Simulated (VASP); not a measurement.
The system is Pd.

```
Pd
1.0
     0.00000    1.97371    1.97371
     1.97371    0.00000    1.97371
     1.97371    1.97371    0.00000
Pd
1
Direct
  0.00000 0.00000 0.00000
```

Base run:

```yaml
Program: VASP 6.6.1
Functional: PBE
Potentials_or_basis: VASP PAW PBE potentials, release 64 (Pd)
Cutoff: 500 eV
k_mesh: 14 × 14 × 14
Occupations: methfessel-paxton, width 0.3 eV
Spin: collinear spin
Starting_moments: "[0.288] μB"
```

Its results: pressure -0.4 GPa; net moment 0.31 μB per cell; site moments Pd +0.31 μB.

**Question.** The run is repeated on the same cell with these changes: occupations from methfessel-paxton, width 0.3 eV to methfessel-paxton, width 0.01 eV. What comes out?

**Answer.** Pressure -0.3 GPa; net moment 0.45 μB per cell; site moments Pd +0.45 μB.

Caveats: so wide a smearing shifts energies and pressures (at least some runs).
